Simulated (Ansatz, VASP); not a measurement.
# HfO2: VASP beside Ansatz

```xyz
12
Lattice="5.1150 0.0000 0.0000 0.0000 -5.1150 0.0000 0.0000 0.0000 -5.1150" Properties=species:S:1:pos:R:3 pbc="T T T"
Hf    0.1061   -2.6636   -2.5575
Hf    2.5575    0.0000   -2.5575
Hf    2.5575   -2.5575    0.0000
Hf    0.0000    0.0000    0.0000
O     1.2788   -1.2788   -1.2788
O     3.8363   -3.8363   -1.2788
O     3.8363   -1.2788   -3.8363
O     1.2788   -3.8363   -3.8363
O     3.8363   -3.8363   -3.8363
O     1.2788   -1.2788   -3.8363
O     1.2788   -3.8363   -1.2788
O     3.8363   -1.2788   -1.2788
```

Alike in both runs: task single point; functional PBE; k mesh 6 × 6 × 6; occupations gaussian, width 0.05 eV; no spin polarisation.

|  | VASP | Ansatz |
| --- | --- | --- |
| version | VASP 6.6.1 | Ansatz 0.2.0 |
| potentials or method | VASP PAW PBE potentials, release 64 (Hf_pv, O), cutoff 520 eV | scalar-relativistic, plane waves, PAW |
| valence electrons in the cell | 88 | 152 |

```tsv
	VASP	Ansatz	Ansatz less VASP
gap on the k mesh at the Fermi level (eV)	3.56	3.57	+0.004
least direct gap on the mesh (eV)	3.56	3.57	+0.004
pressure (GPa)	-5.3	-1.8	+3.52
traceless stress, the component that is largest in VASP (GPa)	-0.69	-0.70	-0.003
rms of the force components (eV/Å)	0.524	0.531	+0.0072
```

Atom by atom the forces differ by 0.014 eV/Å (rms over components). The functional is the same, so the differences come from potentials, cutoffs and numerics. VASP's potentials hold 88 valence electrons a cell and Ansatz's 152, so a difference there can come from the potentials and not from the codes.

Spin-orbit coupling is off throughout.
